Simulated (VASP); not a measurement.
# Pt4C in VASP: further runs

Runs on Pt4C. Level: PBEsol. Tasks: single point.

Everything below comes from runs of VASP 6.6.1. Logs are shortened: lines on timing, memory, paths and dates and some standing lists are left out, and cuts for length are marked.

### 1 The cell of the first run

The cell holds a slab with vacuum, 5 atoms: a = 2.770 Å, b = 3.918 Å, c = 21.097 Å, α = 90.00°, β = 90.00°, γ = 90.00°.

### 2 Single point, PBEsol, collinear spin

File INCAR:

```
PREC = Accurate ; ENCUT = 520
EDIFF = 1E-6 ; ISMEAR = 0
SIGMA = 0.1 ; LREAL = F
LASPH = T ; NELM = 200
ALGO = Normal ; ISIF = 2
LWAVE = F ; LCHARG = F
ISPIN = 2 ; MAGMOM = 0 0 0 0 2
LORBIT = 11 ; LMAXMIX = 4
LDIPOL = T ; IDIPOL = 3
DIPOL = 0.5 0.5 0.338 ; GGA = PS
NBANDS = 34 ; GGA_COMPAT = F
NELMDL = -8
```

File KPOINTS:

```
Automatic mesh
0
Gamma
  10 7 1
```

File POSCAR:

```
Pt4C
1.0
    2.7704032196      0.0000000000      0.0000000000
    0.0000000000      3.9179418064      0.0000000000
    0.0000000000      0.0000000000     21.0969749094
Pt C
4 1
Direct
    0.5000000000      0.5000000000      0.1896006426
    0.0000000000      0.0000000000      0.2552594214
    0.5000000000      0.5000000000      0.3256256435
    0.0000000000      0.0000000000      0.3837979115
    0.0000000000      0.1666666667      0.5340564208
```

Potentials or basis: VASP PAW PBE potentials, release 64 (Pt, C).

Run with:

```
$ cat potpaw_PBE.64/Pt/POTCAR potpaw_PBE.64/C/POTCAR > POTCAR
$ mpirun -np 1 vasp_std > vasp.out
```

OUTCAR:

```text
PREC = Accurate
   ENCUT = 520
   EDIFF = 1E-6
   ISMEAR = 0
   LREAL = F
   LASPH = T
   NELM = 200
   ISIF = 2
   ISPIN = 2
   LORBIT = 11
   GGA = PS
   NELMDL = -8

 ion  position               nearest neighbor table
   1  0.500  0.500  0.190-   2 2.77   2 2.77   2 2.77   2 2.77   3 2.87
   2  0.000  0.000  0.255-   4 2.71   1 2.77   1 2.77   1 2.77   1 2.77   3 2.82   3 2.82   3 2.82
                             3 2.82
   3  0.500  0.500  0.326-   4 2.69   4 2.69   4 2.69   4 2.69   2 2.82   2 2.82   2 2.82   2 2.82
                             1 2.87
   4  0.000  0.000  0.384-   3 2.69   3 2.69   3 2.69   3 2.69   2 2.71
   5  0.000  0.167  0.534-

  LATTYP: Found a simple orthorhombic cell.
 ALAT       =     2.7704032196
 B/A-ratio  =     1.4142135624
 C/A-ratio  =     7.6151279208

  Lattice vectors:

 A1 = (   2.7704032196,   0.0000000000,   0.0000000000)
 A2 = (   0.0000000000,   3.9179418064,   0.0000000000)
 A3 = (   0.0000000000,   0.0000000000,  21.0969749094)

Analysis of symmetry for initial positions (statically):
=====================================================================
 Subroutine PRICEL returns:
 Original cell was already a primitive cell.

 Routine SETGRP: Setting up the symmetry group for a
 simple orthorhombic supercell.

 Subroutine GETGRP returns: Found  2 space group operations
 (whereof  2 operations were pure point group operations)
 out of a pool of  8 trial point group operations.

The static configuration has the point symmetry C_1h.

Analysis of symmetry for dynamics (positions and initial velocities):
=====================================================================
 Subroutine PRICEL returns:
 Original cell was already a primitive cell.

 Routine SETGRP: Setting up the symmetry group for a
 simple orthorhombic supercell.

 Subroutine GETGRP returns: Found  2 space group operations
 (whereof  2 operations were pure point group operations)
 out of a pool of  8 trial point group operations.

The dynamic configuration has the point symmetry C_1h.

Analysis of structural, dynamic, and magnetic symmetry:
=====================================================================
 Subroutine PRICEL returns:
 Original cell was already a primitive cell.

 Routine SETGRP: Setting up the symmetry group for a
 simple orthorhombic supercell.

 Subroutine GETGRP returns: Found  2 space group operations
 (whereof  2 operations were pure point group operations)
 out of a pool of  8 trial point group operations.

The overall configuration has the point symmetry C_1h.

 Subroutine INISYM returns: Found  2 space group operations
 (whereof  2 operations are pure point group operations),
 and found     1 'primitive' translations

----------------------------------------------------------------------------------------

                                     Primitive cell

  volume of cell :     228.9924

  direct lattice vectors                    reciprocal lattice vectors
     2.770403220  0.000000000  0.000000000     0.360958287  0.000000000  0.000000000
     0.000000000  3.917941806  0.000000000     0.000000000  0.255236052  0.000000000
     0.000000000  0.000000000 21.096974909     0.000000000  0.000000000  0.047400161

  length of vectors
     2.770403220  3.917941806 21.096974909     0.360958287  0.255236052  0.047400161

  position of ions in fractional coordinates (direct lattice)
     0.500000000  0.500000000  0.189600643
     0.000000000  0.000000000  0.255259421
     0.500000000  0.500000000  0.325625643
     0.000000000  0.000000000  0.383797911
     0.000000000  0.166666667  0.534056421

  ion indices of the primitive-cell ions
   primitive index   ion index
                 1           1
                 2           2
                 3           3
                 4           4
                 5           5

----------------------------------------------------------------------------------------

 KPOINTS: Automatic mesh

Automatic generation of k-mesh.
 Grid dimensions read from file:
 generate k-points for:   10    7    1

 Generating k-lattice:

  Cartesian coordinates                     Fractional coordinates (reciprocal lattice)
     0.036095829  0.000000000  0.000000000     0.100000000  0.000000000  0.000000000
     0.000000000  0.036462293  0.000000000     0.000000000  0.142857143  0.000000000
     0.000000000  0.000000000  0.047400161     0.000000000  0.000000000  1.000000000

  Length of vectors
     0.036095829  0.036462293  0.047400161

  Shift w.r.t. Gamma in fractional coordinates (k-lattice)
     0.000000000  0.000000000  0.000000000

 Subroutine IBZKPT returns following result:
 ===========================================

 Found     24 irreducible k-points:

 Following reciprocal coordinates:
            Coordinates               Weight
  0.000000  0.000000  0.000000      1.000000
  0.100000  0.000000  0.000000      2.000000
  0.200000  0.000000  0.000000      2.000000
[... 80 lines left out ...]
 cond. band min:      -0.9668421083   @ k =   0.3000   0.1429   0.0000
 fundamental gap:      0.0006273594
 Fermi energy:        -0.9671676824

 spin component 1

 k-point     1 :       0.0000    0.0000    0.0000
  band No.  band energies     occupation
      1     -10.5766      1.00000
      2      -9.8400      1.00000
      3      -7.3918      1.00000
      4      -7.2894      1.00000
      5      -6.1886      1.00000
      6      -6.0863      1.00000
[... 26 lines left out ...]
     33       7.0148      0.00000
     34       7.2809      0.00000

 k-point     2 :       0.1000    0.0000    0.0000
  band No.  band energies     occupation
      1     -10.4642      1.00000
      2      -9.5803      1.00000
      3      -7.1991      1.00000
      4      -7.0164      1.00000
      5      -5.9479      1.00000
      6      -5.8789      1.00000
[... 26 lines left out ...]
     33       7.1977      0.00000
     34       7.4594      0.00000
[... 775 lines left out ...]
     33       7.5090      0.00000
     34       8.1033      0.00000

 k-point    24 :       0.5000    0.4286    0.0000
  band No.  band energies     occupation
      1      -8.9090      1.00000
      2      -7.2007      1.00000
      3      -6.9933      1.00000
      4      -5.9526      1.00000
      5      -5.7292      1.00000
      6      -5.3975      1.00000
[... 26 lines left out ...]
     33       7.7478      0.00000
     34       8.3100      0.00000
 Fermi energy:        -0.9671676824

 spin component 2

 k-point     1 :       0.0000    0.0000    0.0000
  band No.  band energies     occupation
      1      -9.8696      1.00000
      2      -8.4222      1.00000
      3      -7.4072      1.00000
      4      -7.3302      1.00000
      5      -6.2401      1.00000
      6      -6.1671      1.00000
[... 26 lines left out ...]
     33       7.2005      0.00000
     34       7.4974      0.00000

 k-point     2 :       0.1000    0.0000    0.0000
  band No.  band energies     occupation
      1      -9.6086      1.00000
      2      -8.3003      1.00000
      3      -7.2204      1.00000
      4      -7.0537      1.00000
      5      -6.0316      1.00000
      6      -5.9281      1.00000
[... 26 lines left out ...]
     33       7.4360      0.00000
     34       7.6286      0.00000
[... 775 lines left out ...]
     33       7.5043      0.00000
     34       8.4744      0.00000

 k-point    24 :       0.5000    0.4286    0.0000
  band No.  band energies     occupation
      1      -7.2659      1.00000
      2      -7.0429      1.00000
      3      -6.5297      1.00000
      4      -6.0011      1.00000
      5      -5.7628      1.00000
      6      -5.4640      1.00000
[... 26 lines left out ...]
     33       7.9007      0.00000
     34       8.3486      0.00000

------------------------ aborting loop because EDIFF is reached ----------------------------------------

 vacuum level on the upper side and lower side of the slab       (xc-potential included)         0.166        -0.167

  FORCE on cell =-STRESS in cart. coord.  units (eV):
  Direction    XX          YY          ZZ          XY          YZ          ZX
  --------------------------------------------------------------------------------------
  -------------------------------------------------------------------------------------
  Total      -10.3726886     -6.1970144     -4.8589212      0.0000000     -0.5769819      0.0000000
  in kB      -72.5739521    -43.3582690    -33.9961150      0.0000000     -4.0369335      0.0000000
  external PRESSURE =     -49.9761120 kB  Pullay stress =       0.0000000 kB

 VOLUME and BASIS-vectors are now :
 -----------------------------------------------------------------------------
  energy-cutoff  :      520.00
  volume of cell :      228.99
      direct lattice vectors                 reciprocal lattice vectors
     2.770403220  0.000000000  0.000000000     0.360958287  0.000000000  0.000000000
     0.000000000  3.917941806  0.000000000     0.000000000  0.255236052  0.000000000
     0.000000000  0.000000000 21.096974909     0.000000000  0.000000000  0.047400161

 POSITION                                       TOTAL-FORCE (eV/Angst)
 -----------------------------------------------------------------------------------
      1.38520      1.95897      4.00000         0.000000     -0.000140      1.037928
      0.00000      0.00000      5.38520         0.000000     -0.010467     -0.888893
      1.38520      1.95897      6.86972         0.000000      0.018568     -0.021796
      0.00000      0.00000      8.09697         0.000000      0.176135      0.816107
      0.00000      0.65299     11.26697         0.000000     -0.184096     -0.943346
 -----------------------------------------------------------------------------------
    total drift:                                0.000000      0.000122      0.000300

  FREE ENERGIE OF THE ION-ELECTRON SYSTEM (eV)
  ---------------------------------------------------
  free  energy   TOTEN  =       -27.1499399189 eV

  energy  without entropy=      -27.1111386307  energy(sigma->0) =      -27.13053927

 vacuum level on the upper side and lower side of the slab         4.955         4.614

 total charge

# of ion       s       p       d       tot
------------------------------------------
    1        0.599   0.346   8.055   9.000
    2        0.622   0.561   7.973   9.156
    3        0.636   0.578   7.985   9.200
    4        0.623   0.417   8.034   9.073
    5        1.043   0.906   0.000   1.949
--------------------------------------------------
tot          3.523   2.808  32.047  38.378

 magnetization (x)

# of ion       s       p       d       tot
------------------------------------------
    1        0.005   0.005  -0.080  -0.070
    2        0.001   0.004  -0.126  -0.122
    3        0.002   0.002  -0.073  -0.069
    4       -0.009   0.002  -0.193  -0.200
    5        0.033   0.771   0.000   0.804
--------------------------------------------------
tot          0.032   0.784  -0.472   0.344
```

Wall time 15 min (1 thread of Intel Xeon Platinum 8259CL at 2.50GHz (Skylake/Cascade Lake), shared host); peak memory 0.57 GiB.

Results:

```
Free energy                                           : -27.1499 eV
Largest force                                         : 1.038 eV/Å
Net moment                                            : 1.22 μB per cell
Site moments                                          : Pt -0.07, -0.12, -0.20 (each value once); C +0.80 μB
Valence electrons inside the program's atomic spheres : Pt 9.00, 9.16, 9.20, 9.07; C 1.95
```

Forces on the atoms (eV/Å):
```
Pt   0.000  0.000  1.038
Pt   0.000 -0.010 -0.889
Pt   0.000  0.019 -0.022
Pt   0.000  0.176  0.816
C    0.000 -0.184 -0.943
```

Levels at points of the mesh, in eV from the Fermi level:
Spin up:
```csv
k point,band 21,band 22,band 23,band 24,band 25,band 26
"(0.00, 0.00, 0.00)",-0.36,-0.30,-0.22,-0.10,0.48,1.16
"(0.50, 0.00, 0.00)",0.13,0.33,0.38,0.51,2.24,2.27
```
Spin down:
| k point | band 18 | band 19 | band 20 | band 21 | band 22 | band 23 | band 24 | band 25 |
| --- | --- | --- | --- | --- | --- | --- | --- | --- |
| (0.00, 0.00, 0.00) | -0.89 | -0.80 | -0.61 | -0.30 | -0.17 | 0.15 | 0.39 | 1.84 |
| (0.50, 0.00, 0.00) | -0.43 | -0.22 | -0.21 | 0.07 | 0.26 | 2.20 | 2.20 | 2.26 |

Caveat: the PAW data sets were made with another functional, which shifts forces and pressure a little; spin-orbit coupling is left out, which moves the levels of the heavy elements.

### 3 Single point, PBEsol, collinear spin

File INCAR:

```
SYSTEM = Pt4C
PREC = Accurate
ENCUT = 520
EDIFF = 1E-6
ISMEAR = 0
SIGMA = 0.1
LREAL = .False.
LASPH = .True.
NELM = 200
ALGO = Normal
ISIF = 2
LWAVE = .False.
LCHARG = .False.
ISPIN = 2
MAGMOM = 0 0 0 0 2
LORBIT = 11
LMAXMIX = 4
LDIPOL = .True.
IDIPOL = 3
DIPOL = 0.5 0.5 0.338
GGA = PS
NBANDS = 34
GGA_COMPAT = .False.
NELMDL = -8
```

File KPOINTS:

```
Automatic mesh
0
Gamma
  10 7 1
  0 0 0
```

POSCAR: that of step 2 with these lines changed.

```diff
@@ -12,2 +12,2 @@
     0.0000000000      0.0000000000      0.3837979115
-    0.0000000000      0.1666666667      0.5340564208
+    0.0000000000      0.3333333333      0.5340564208
```

Potentials or basis: VASP PAW PBE potentials, release 64 (Pt, C).

Run with:

```
$ cat potpaw_PBE.64/Pt/POTCAR potpaw_PBE.64/C/POTCAR > POTCAR
$ mpirun -np 1 vasp_std > vasp.out
```

It took 15 min on 1 thread of Oxide Virtual Turin-like, shared host; peak memory 0.55 GiB.

Results (log left out):

- Free energy: -27.0177 eV
- Largest force: 1.030 eV/Å
- Net moment: 1.28 μB per cell
- Site moments: Pt -0.07, -0.11, -0.19 (each value once); C +0.83 μB
- Valence electrons inside the program's atomic spheres: Pt 9.00, 9.15, 9.20, 9.08; C 1.95

Forces on the atoms (eV/Å):
```
Pt   0.000 -0.001  1.030
Pt   0.000 -0.009 -0.915
Pt   0.000  0.019 -0.017
Pt   0.000  0.175  0.546
C    0.000 -0.184 -0.645
```

Levels at points of the mesh, in eV from the Fermi level:
Spin up:
| k point | band 21 | band 22 | band 23 | band 24 | band 25 | band 26 |
| --- | --- | --- | --- | --- | --- | --- |
| (0.00, 0.00, 0.00) | -0.43 | -0.29 | -0.22 | -0.09 | 0.48 | 1.01 |
| (0.50, 0.00, 0.00) | 0.12 | 0.28 | 0.34 | 0.51 | 2.23 | 2.27 |
Spin down:
| k point | band 18 | band 19 | band 20 | band 21 | band 22 | band 23 | band 24 | band 25 |
| --- | --- | --- | --- | --- | --- | --- | --- | --- |
| (0.00, 0.00, 0.00) | -0.87 | -0.75 | -0.60 | -0.30 | -0.16 | 0.23 | 0.39 | 1.76 |
| (0.50, 0.00, 0.00) | -0.41 | -0.21 | -0.21 | 0.07 | 0.27 | 2.20 | 2.21 | 2.39 |

Caveat: the PAW data sets were made with another functional, which shifts forces and pressure a little; spin-orbit coupling is left out, which moves the levels of the heavy elements.

### 4 Single point, PBEsol, collinear spin

File INCAR:

```
ALGO     = Normal         # electronic algorithm
DIPOL    = 0.5 0.5 0.344
EDIFF    = 1E-6           # SCF threshold, eV
ENCUT    = 520            # plane-wave cutoff, eV
GGA      = PS             # functional
GGA_COMPAT= F            
IDIPOL   = 3            
ISIF     = 2              # what is computed and relaxed
ISMEAR   = 0              # smearing method
ISPIN    = 2              # spin polarisation
LASPH    = T              # aspherical terms in the spheres
LCHARG   = F              # write CHGCAR
LDIPOL   = T            
LMAXMIX  = 4              # l up to which the mixer works
LORBIT   = 11             # projections on sites
LREAL    = F              # projectors in reciprocal space
LWAVE    = F              # write WAVECAR
MAGMOM   = 0 0 0 0 2      # initial moments
NBANDS   = 34             # bands
NELM     = 200            # most SCF steps
NELMDL   = -8           
PREC     = Accurate       # precision mode
SIGMA    = 0.1            # smearing width, eV
```

File KPOINTS:

```
k-points
0
Gamma
  10 7 1
```

POSCAR: that of step 3 with these lines changed.

```diff
@@ -12,2 +12,2 @@
     0.0000000000      0.0000000000      0.3837979115
-    0.0000000000      0.3333333333      0.5340564208
+    0.0000000000      0.3333333333      0.5672365332
```

Run with:

```
$ cat potpaw_PBE.64/Pt/POTCAR potpaw_PBE.64/C/POTCAR > POTCAR
$ mpirun -np 1 vasp_std > vasp.out
```

It took 17 min on 1 thread of Oxide Virtual Turin-like, shared host; peak memory 0.54 GiB.

Results (log left out):

| Quantity | Value |
| --- | --- |
| Free energy | -26.7738 eV |
| Largest force | 1.032 eV/Å |
| Net moment | 1.74 μB per cell |
| Site moments | Pt -0.02, -0.04, -0.01, -0.06; C +0.89 μB |
| Valence electrons inside the program's atomic spheres | Pt 9.00, 9.15, 9.20, 9.10; C 1.96 |

Forces on the atoms (eV/Å):
```
Pt   0.000 -0.001  1.032
Pt   0.000 -0.001 -0.963
Pt   0.000  0.002 -0.018
Pt   0.000  0.026  0.100
C    0.000 -0.028 -0.151
```

Levels at points of the mesh, in eV from the Fermi level:
Spin up:
```csv
k point,band 19,band 20,band 21,band 22,band 23,band 24,band 25,band 26,band 27,band 28
"(0.00, 0.00, 0.00)",-0.79,-0.54,-0.51,-0.32,-0.24,-0.09,0.46,0.68,2.23,3.84
"(0.50, 0.00, 0.00)",-0.31,-0.14,0.14,0.18,0.32,0.51,2.21,2.26,2.54,2.65
```
Spin down:
```
           k point  band 17  band 18  band 19  band 20  band 21  band 22  band 23  band 24  band 25  band 26
(0.00, 0.00, 0.00)    -1.39    -0.81    -0.66    -0.55    -0.26    -0.11     0.40     0.44     1.61     2.35
(0.50, 0.00, 0.00)    -0.45    -0.33    -0.16    -0.14     0.13     0.30     2.20     2.24     2.52     2.65
```

Caveat: the PAW data sets were made with another functional, which shifts forces and pressure a little; spin-orbit coupling is left out, which moves the levels of the heavy elements.

### 5 The runs side by side

```csv
cell,gap on the mesh (eV),moment (μB),largest force (eV/Å)
"as given, atomic positions A",none,1.22,1.04
"as given, atomic positions B",none,1.28,1.03
"as given, atomic positions C",none,1.74,1.03
```

Alike in all rows: task single point; level PBEsol; potentials or basis VASP PAW PBE potentials, release 64 (Pt, C); spin collinear; k mesh 10 × 7 × 1; cutoff (eV) 520; smearing gaussian 0.1 eV.

Caveats: the PAW data sets were made with another functional, which shifts forces and pressure a little; spin-orbit coupling is left out, which moves the levels of the heavy elements.

Absolute energies hang on the potentials; compare differences alone.
